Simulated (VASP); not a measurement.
A run of VASP 6.6.1 is set up as follows.

Contents of INCAR:

```
SYSTEM = Ta
PREC = Accurate
ENCUT = 520
EDIFF = 1E-6
ISMEAR = -1
SIGMA = 0.1
LREAL = .FALSE.
LASPH = .TRUE.
NELM = 60
ALGO = Normal
ISIF = 2
LWAVE = .FALSE.
LCHARG = .TRUE.
GGA = PS
LELF = .TRUE.
LVHAR = .TRUE.
NBANDS = 12
```

File KPOINTS:

```
Automatic mesh
0
G
  21 21 21
  0 0 0
```

The input POSCAR:

```
Ta
1.0
    0.0000000000      2.0599711188      2.0599711188
    2.0599711188      0.0000000000      2.0599711188
    2.0599711188      2.0599711188      0.0000000000
Ta
1
Direct
    0.0000000000      0.0000000000      0.0000000000
```

Potentials or basis: VASP PAW PBE potentials, release 64 (Ta_pv).

Launch:

```console
$ cat potpaw_PBE.64/Ta_pv/POTCAR > POTCAR
$ mpirun -np 1 vasp_std > vasp.out
```

**Question.** What does it give for the pressure?

**Answer.** 9.2 GPa.

**Question.** Estimate the band gap on the k mesh.

**Answer.** Zero (an odd number of electrons rules out a gap without spin polarisation).

Caveat: the cell stands under pressure; the PAW data sets were made with another functional, which shifts forces and pressure a little; spin-orbit coupling is left out, which moves the levels of the heavy elements.
